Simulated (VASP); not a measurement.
# Sc4InSb (F-43m) in VASP: single point with PBE

Aim: the single point of Sc4InSb with PBE.

Program: VASP 6.6.1. These are calculated values, not measurements. Logs are shortened: lines on timing, memory, paths and dates and some standing lists are left out, and cuts for length are marked.

### Step 1. The cell of the first run

Symmetry: F-43m, No. 216, cubic system. The conventional cell has a = 8.270 Å, b = 8.270 Å, c = 8.270 Å, α = 90.00°, β = 90.00°, γ = 90.00°. Sc (site symmetry 3m) has 6 Sc at 2.92 to 2.93 Å and 3 Sb at 3.43 Å and 3 In at 3.43 Å within 3.8 Å. Within 4.5 Å of In (site symmetry -43m) lie 12 Sc at 3.43 Å and 4 Sb at 3.58 Å. Sb (site symmetry -43m) has 12 Sc at 3.43 Å and 4 In at 3.58 Å within 4.5 Å.

### Step 2. Single point, PBE

The input, INCAR:

```
SYSTEM = Sc4InSb
PREC = Accurate ; ENCUT = 520
EDIFF = 1E-6 ; ISMEAR = 0
SIGMA = 0.1 ; LREAL = .False.
LASPH = .True. ; NELM = 60
ALGO = Fast ; ISIF = 2
LWAVE = .False. ; LCHARG = .False.
GGA = PE ; NBANDS = 40
```

The input, KPOINTS:

```
Automatic mesh
0
Gamma
  4 4 4
  0 0 0
```

The input, POSCAR:

```
Sc4InSb
1.0
    0.0000000000      4.1349756800      4.1349756800
    4.1349756800      0.0000000000      4.1349756800
    4.1349756800      4.1349756800      0.0000000000
Sc In Sb
4 1 1
Direct
    0.6252736500      0.6252736500      0.1241790400
    0.6252736500      0.6252736500      0.6252736500
    0.1241790400      0.6252736500      0.6252736500
    0.6252736500      0.1241790400      0.6252736500
    0.2500000000      0.2500000000      0.2500000000
    0.0000000000      0.0000000000      0.0000000000
```

Potentials or basis: VASP PAW PBE potentials, release 64 (Sc_sv, In_d, Sb).

Run with:

```bash
cat potpaw_PBE.64/Sc_sv/POTCAR potpaw_PBE.64/In_d/POTCAR potpaw_PBE.64/Sb/POTCAR > POTCAR
mpirun -np 1 vasp_std > vasp.out
```

OUTCAR:

```text
SYSTEM = Sc4InSb
   PREC = Accurate
   ENCUT = 520
   EDIFF = 1E-6
   ISMEAR = 0
   LREAL = .False.
   LASPH = .True.
   NELM = 60
   ISIF = 2
   GGA = PE

 ion  position               nearest neighbor table
   1  0.625  0.625  0.124-   2 2.92   3 2.92   4 2.92   2 2.93   4 2.93   3 2.93   6 3.43   6 3.43
                             6 3.43   5 3.43   5 3.43   5 3.43
   2  0.625  0.625  0.625-   1 2.92   3 2.92   4 2.92   1 2.93   4 2.93   3 2.93   6 3.43   6 3.43
                             6 3.43   5 3.43   5 3.43   5 3.43
   3  0.124  0.625  0.625-   1 2.92   2 2.92   4 2.92   2 2.93   1 2.93   4 2.93   6 3.43   6 3.43
                             6 3.43   5 3.43   5 3.43   5 3.43
   4  0.625  0.124  0.625-   1 2.92   2 2.92   3 2.92   1 2.93   2 2.93   3 2.93   6 3.43   6 3.43
                             6 3.43   5 3.43   5 3.43   5 3.43
   5  0.250  0.250  0.250-   1 3.43   3 3.43   4 3.43   2 3.43   2 3.43   2 3.43   1 3.43   3 3.43
                             1 3.43   4 3.43   3 3.43   4 3.43   6 3.58   6 3.58   6 3.58   6 3.58
   6  0.000  0.000  0.000-   1 3.43   4 3.43   1 3.43   3 3.43   3 3.43   4 3.43   2 3.43   2 3.43
                             2 3.43   1 3.43   3 3.43   4 3.43   5 3.58   5 3.58   5 3.58   5 3.58

  LATTYP: Found a face centered cubic cell.
 ALAT       =     8.2699513600

  Lattice vectors:

 A1 = (   0.0000000000,   4.1349756800,   4.1349756800)
 A2 = (   4.1349756800,   0.0000000000,   4.1349756800)
 A3 = (   4.1349756800,   4.1349756800,   0.0000000000)

Analysis of symmetry for initial positions (statically):
=====================================================================
 Subroutine PRICEL returns:
 Original cell was already a primitive cell.

 Routine SETGRP: Setting up the symmetry group for a
 face centered cubic supercell.

 Subroutine GETGRP returns: Found 24 space group operations
 (whereof 24 operations were pure point group operations)
 out of a pool of 48 trial point group operations.

The static configuration has the point symmetry T_d .

Analysis of symmetry for dynamics (positions and initial velocities):
=====================================================================
 Subroutine PRICEL returns:
 Original cell was already a primitive cell.

 Routine SETGRP: Setting up the symmetry group for a
 face centered cubic supercell.

 Subroutine GETGRP returns: Found 24 space group operations
 (whereof 24 operations were pure point group operations)
 out of a pool of 48 trial point group operations.

The dynamic configuration has the point symmetry T_d .

 Subroutine INISYM returns: Found 24 space group operations
 (whereof 24 operations are pure point group operations),
 and found     1 'primitive' translations

----------------------------------------------------------------------------------------

                                     Primitive cell

  volume of cell :     141.3998

  direct lattice vectors                    reciprocal lattice vectors
     0.000000000  4.134975680  4.134975680    -0.120919695  0.120919695  0.120919695
     4.134975680  0.000000000  4.134975680     0.120919695 -0.120919695  0.120919695
     4.134975680  4.134975680  0.000000000     0.120919695  0.120919695 -0.120919695

  length of vectors
     5.847738687  5.847738687  5.847738687     0.209439056  0.209439056  0.209439056

  position of ions in fractional coordinates (direct lattice)
     0.625273650  0.625273650  0.124179040
     0.625273650  0.625273650  0.625273650
     0.124179040  0.625273650  0.625273650
     0.625273650  0.124179040  0.625273650
     0.250000000  0.250000000  0.250000000
     0.000000000  0.000000000  0.000000000

  ion indices of the primitive-cell ions
   primitive index   ion index
                 1           1
                 2           2
                 3           3
                 4           4
                 5           5
                 6           6

----------------------------------------------------------------------------------------

 KPOINTS: Automatic mesh

Automatic generation of k-mesh.
 Grid dimensions read from file:
 generate k-points for:    4    4    4

 Generating k-lattice:

  Cartesian coordinates                     Fractional coordinates (reciprocal lattice)
    -0.030229924  0.030229924  0.030229924     0.250000000  0.000000000  0.000000000
     0.030229924 -0.030229924  0.030229924     0.000000000  0.250000000  0.000000000
     0.030229924  0.030229924 -0.030229924     0.000000000  0.000000000  0.250000000

  Length of vectors
     0.052359764  0.052359764  0.052359764

  Shift w.r.t. Gamma in fractional coordinates (k-lattice)
     0.000000000  0.000000000  0.000000000

 Subroutine IBZKPT returns following result:
 ===========================================

 Found      8 irreducible k-points:

 Following reciprocal coordinates:
            Coordinates               Weight
  0.000000  0.000000  0.000000      1.000000
  0.250000  0.000000  0.000000      8.000000
  0.500000  0.000000  0.000000      4.000000
  0.250000  0.250000  0.000000      6.000000
  0.500000  0.250000  0.000000     24.000000
 -0.250000  0.250000  0.000000     12.000000
  0.500000  0.500000  0.000000      3.000000
 -0.250000  0.500000  0.250000      6.000000
   k-points           NKPTS =      8   k-points in BZ     NKDIM =      8   number of bands    NBANDS=     40
   number of dos      NEDOS =    301   number of ions     NIONS =      6
   total plane-waves  NPLWV = 110592
   dimension x,y,z NGX =    48 NGY =   48 NGZ =   48
   dimension x,y,z NGXF=    96 NGYF=   96 NGZF=   96
   ions per type =               4   1   1
   NGX,Y,Z   is equivalent  to a cutoff of  13.65, 13.65, 13.65 a.u.
   NGXF,Y,Z  is equivalent  to a cutoff of  27.29, 27.29, 27.29 a.u.
 SYSTEM =  Sc4InSb
   PREC   = accura    normal or accurate (medium, high low for compatibility)
   ISTART =      0    job   : 0-new  1-cont  2-samecut
   ICHARG =      2    charge: 1-file 2-atom 10-const
   ISPIN  =      1    spin polarized calculation?
   LNONCOLLINEAR =      F non collinear calculations
   LSORBIT =      F    spin-orbit coupling
   LASPH  =      T    aspherical Exc in radial PAW
   ENCUT  =  520.0 eV  38.22 Ry    6.18 a.u.  10.87 10.87 10.87*2*pi/ulx,y,z
   NELM   =     60;   NELMIN=  2; NELMDL= -5     # of ELM steps
   EDIFF  = 0.1E-05   stopping-criterion for ELM
   LREAL  =      F    real-space projection
   EDIFFG = 0.1E-04   stopping-criterion for IOM
   NSW    =      0    number of steps for IOM
   IBRION =     -1    ionic relax: 0-MD 1-quasi-New 2-CG
   NFREE  =      0    steps in history (QN), initial steepest desc. (CG)
   ISIF   =      2    stress and relaxation
   ISYM   =      2    0-nonsym 1-usesym 2-fastsym
   POTIM  = 0.5000    time-step for ionic-motion
   TEBEG  =    0.0;   TEEND  =   0.0 temperature during run
   PSTRESS=    0.0 pullay stress
   NELECT =      62.0000    total number of electrons
   NUPDOWN=      -1.0000    fix difference up-down
   EMIN   =  10.00;   EMAX   =-10.00  energy-range for DOS
   EFERMI =   0.00;   METHOD = LEGACY
   ISMEAR =     0;   SIGMA  =   0.10  broadening in eV -4-tet -1-fermi 0-gaus
   EFERMI_NEDOS =   21; number of points for ismear=-14 and -15
   IALGO  =     68    algorithm
   IMIX   =      4    mixing-type and parameters
     AMIX     =   0.40;   BMIX     =  1.00
     AMIX_MAG =   1.60;   BMIX_MAG =  1.00
  volume/ion in A,a.u.               =      23.57       159.04
  Fermi-wavevector in a.u.,A,eV,Ry     =   1.243719  2.350289 21.046011  1.546838
  Thomas-Fermi vector in A             =   2.378018
   LORBIT       =      0    0 simple, 1 ext, 2 COOP (PROOUT), +10 PAW based schemes
   GGA     = PE    functional components
   LHFCALC =     F    Hartree Fock is set to
   AEXX    =    0.0000 exact exchange contribution
   IVDW    =     0    specifies the selected vdW correction
   LEPSILON=     F    determine dielectric tensor
   LRPA    =     F    only Hartree local field effects (RPA)
 non-spin polarized calculation
 RMM-DIIS sequential band-by-band and
 Gauss-broadening in eV      SIGMA  =   0.10
  energy-cutoff  :      520.00
  volume of cell :      141.40
 maximum number of plane-waves:      3839
 NGX is ok and might be reduce to    48
   NGX = 21   NGY = 21   NGZ = 21

 number of electron      61.9999992 magnetization

 Free energy of the ion-electron system (eV)
  ---------------------------------------------------
  ext. energy  EPLUGINS =         0.00000000
  ---------------------------------------------------
  free energy    TOTEN  =       -31.92308330 eV

  energy without entropy =      -31.89375204  energy(sigma->0) =      -31.90841767

 E-fermi :   5.8229     XC(G=0): -10.2612

 val. band max:        5.7433802904   @ k =  -0.2500   0.2500   0.0000
 cond. band min:       5.8466883361   @ k =  -0.2500   0.5000   0.2500
 fundamental gap:      0.1033080457
 Fermi energy:         5.8228840179

 k-point     1 :       0.0000    0.0000    0.0000
  band No.  band energies     occupation
      1     -43.7235      2.00000
      2     -43.5777      2.00000
      3     -43.5777      2.00000
      4     -43.5777      2.00000
      5     -22.8581      2.00000
      6     -22.5409      2.00000
[... 32 lines left out ...]
     39       8.8642      0.00000
     40       8.9211      0.00000

 k-point     2 :       0.2500    0.0000    0.0000
  band No.  band energies     occupation
      1     -43.7084      2.00000
      2     -43.5932      2.00000
      3     -43.5777      2.00000
      4     -43.5777      2.00000
      5     -22.7829      2.00000
      6     -22.5110      2.00000
[... 32 lines left out ...]
     39       8.5923      0.00000
     40       8.8805      0.00000

 k-point     3 :       0.5000    0.0000    0.0000
  band No.  band energies     occupation
      1     -43.6874      2.00000
      2     -43.6146      2.00000
      3     -43.5778      2.00000
      4     -43.5778      2.00000
      5     -22.7092      2.00000
      6     -22.4923      2.00000
[... 32 lines left out ...]
     39       8.0543      0.00000
     40       8.4526      0.00000

 k-point     4 :       0.2500    0.2500    0.0000
  band No.  band energies     occupation
      1     -43.7024      2.00000
      2     -43.5993      2.00000
      3     -43.5778      2.00000
      4     -43.5778      2.00000
      5     -22.7481      2.00000
      6     -22.5401      2.00000
[... 32 lines left out ...]
     39       8.1783      0.00000
     40       8.2088      0.00000

 k-point     5 :       0.5000    0.2500    0.0000
  band No.  band energies     occupation
      1     -43.6769      2.00000
      2     -43.6252      2.00000
      3     -43.5778      2.00000
      4     -43.5778      2.00000
      5     -22.6430      2.00000
      6     -22.5005      2.00000
[... 32 lines left out ...]
     39       7.7735      0.00000
     40       7.8904      0.00000

 k-point     6 :      -0.2500    0.2500    0.0000
  band No.  band energies     occupation
      1     -43.6875      2.00000
      2     -43.6145      2.00000
      3     -43.5778      2.00000
      4     -43.5778      2.00000
      5     -22.6853      2.00000
      6     -22.4934      2.00000
[... 32 lines left out ...]
     39       8.1549      0.00000
     40       8.3772      0.00000

 k-point     7 :       0.5000    0.5000    0.0000
  band No.  band energies     occupation
      1     -43.6533      2.00000
      2     -43.6489      2.00000
      3     -43.5778      2.00000
      4     -43.5778      2.00000
      5     -22.5686      2.00000
      6     -22.5641      2.00000
[... 32 lines left out ...]
     39       7.3034      0.00000
     40       7.5740      0.00000

 k-point     8 :      -0.2500    0.5000    0.2500
  band No.  band energies     occupation
      1     -43.6533      2.00000
      2     -43.6489      2.00000
      3     -43.5778      2.00000
      4     -43.5778      2.00000
      5     -22.5358      2.00000
      6     -22.5279      2.00000
[... 32 lines left out ...]
     39       7.8877      0.00000
     40       7.9025      0.00000

------------------------ aborting loop because EDIFF is reached ----------------------------------------

  FORCE on cell =-STRESS in cart. coord.  units (eV):
  Direction    XX          YY          ZZ          XY          YZ          ZX
  --------------------------------------------------------------------------------------
  -------------------------------------------------------------------------------------
  Total        1.2086237      1.2086237      1.2086237      0.0000000      0.0000000     -0.0000000
  in kB       13.6947091     13.6947091     13.6947091      0.0000000      0.0000000     -0.0000000
  external PRESSURE =      13.6947091 kB  Pullay stress =       0.0000000 kB

 VOLUME and BASIS-vectors are now :
 -----------------------------------------------------------------------------
  energy-cutoff  :      520.00
  volume of cell :      141.40
      direct lattice vectors                 reciprocal lattice vectors
     0.000000000  4.134975680  4.134975680    -0.120919695  0.120919695  0.120919695
     4.134975680  0.000000000  4.134975680     0.120919695 -0.120919695  0.120919695
     4.134975680  4.134975680  0.000000000     0.120919695  0.120919695 -0.120919695

 POSITION                                       TOTAL-FORCE (eV/Angst)
 -----------------------------------------------------------------------------------
      3.09897      3.09897      5.17098         0.083949      0.083949     -0.083949
      5.17098      5.17098      5.17098        -0.083949     -0.083949     -0.083949
      5.17098      3.09897      3.09897        -0.083949      0.083949      0.083949
      3.09897      5.17098      3.09897         0.083949     -0.083949      0.083949
      2.06749      2.06749      2.06749         0.000000      0.000000      0.000000
      0.00000      0.00000      0.00000         0.000000      0.000000      0.000000
 -----------------------------------------------------------------------------------
    total drift:                                0.000093      0.000093      0.000093

  FREE ENERGIE OF THE ION-ELECTRON SYSTEM (eV)
  ---------------------------------------------------
  free  energy   TOTEN  =       -31.9230833032 eV

  energy  without entropy=      -31.8937520380  energy(sigma->0) =      -31.90841767
```

Run time: 92 s. Hardware: 1 thread of Intel Xeon Platinum 8488C (Sapphire Rapids), shared host; peak memory 0.34 GiB.

What came out:

```
Free energy            : -31.9231 eV
Pressure               : 1.4 GPa
Largest force          : 0.145 eV/Å
Band gap on the k mesh : zero (band 31 reaches 5.95 eV, above the bottom of band 32 at 5.36 eV)
```

Forces in eV/Å, atoms in the order of the input:
```
Sc   0.084  0.084 -0.084
Sc  -0.084 -0.084 -0.084
Sc  -0.084  0.084  0.084
Sc   0.084 -0.084  0.084
In   0.000  0.000  0.000
Sb   0.000  0.000  0.000
```

Caveat: spin-orbit coupling is left out, which moves the levels of the heavy elements.
